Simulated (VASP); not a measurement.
# MgI2: single point with PBE

The system is MgI2.

```
Mg I
1.0
     4.15370    0.00000    0.00000
    -2.07685    3.59721    0.00000
     0.00000    0.00000    6.86200
Mg I
1 2
Direct
  0.02014 0.01474 0.00000
  0.33333 0.66667 0.75763
  0.66667 0.33333 0.24237
```

This cell differs from its parent crystal: all Mg atoms moved +0.075 Å, as atom 1 along Cartesian [1 1 0].

```yaml
Program: VASP 6.6.1
Task: single point
Functional: PBE
Potentials_or_basis: VASP PAW PBE potentials, release 64 (Mg, I)
Cutoff: 520 eV
k_mesh: 6 × 6 × 4
Occupations: gaussian, width 0.05 eV
Spin: no spin polarisation
```

- Pressure: 1.3 GPa
- Largest force: 0.189 eV/Å
- Band gap on the k mesh: 3.50 eV, indirect (least direct gap 3.69 eV)

Forces in eV/Å, atoms in the order of the input:
```
Mg  -0.134 -0.134 -0.001
I    0.056  0.067 -0.041
I    0.078  0.067  0.042
```

Stress tensor (GPa, compression positive):
```
1.17 0.02 0.05
0.02 1.17 0.00
0.05 0.00 1.45
```

Levels at points of the mesh, in eV from the valence-band top:
| k point | band 4 | band 5 | band 6 | band 7 | band 8 | band 9 | band 10 | band 11 | band 12 | band 13 |
| --- | --- | --- | --- | --- | --- | --- | --- | --- | --- | --- |
| (0.00, 0.00, 0.00) | -0.48 | -0.48 | -0.09 | -0.09 | 0.00 | 3.69 | 4.75 | 6.67 | 6.68 | 7.46 |
| (0.50, 0.00, 0.00) | -2.83 | -1.88 | -1.41 | -0.92 | -0.47 | 3.61 | 5.30 | 5.51 | 6.93 | 8.00 |
| (0.00, 0.50, 0.00) | -2.83 | -1.88 | -1.41 | -0.92 | -0.47 | 3.61 | 5.31 | 5.51 | 6.93 | 8.00 |
| (0.50, 0.50, 0.00) | -2.83 | -1.88 | -1.41 | -0.92 | -0.47 | 3.61 | 5.31 | 5.50 | 6.94 | 8.00 |
| (0.00, 0.00, 0.50) | -1.46 | -0.39 | -0.39 | -0.19 | -0.19 | 4.63 | 4.84 | 6.49 | 6.50 | 7.79 |
| (0.50, 0.00, 0.50) | -3.22 | -1.24 | -1.14 | -0.81 | -0.71 | 3.52 | 5.20 | 5.66 | 6.07 | 7.71 |
| (0.00, 0.50, 0.50) | -3.22 | -1.24 | -1.15 | -0.81 | -0.71 | 3.52 | 5.20 | 5.66 | 6.06 | 7.72 |
| (0.50, 0.50, 0.50) | -3.22 | -1.24 | -1.15 | -0.81 | -0.71 | 3.52 | 5.20 | 5.66 | 6.06 | 7.72 |

Wall time 57 s on 1 thread of Intel(R) Xeon(R) 6975P-C (Granite Rapids), with other jobs on the host, peak memory 0.3 GiB.

Caveat: the cell differs from its parent crystal (all Mg atoms moved +0.075 Å, as atom 1 along Cartesian [1 1 0]); spin-orbit coupling is left out, which moves the levels of the heavy elements. A k mesh can miss the band edges.
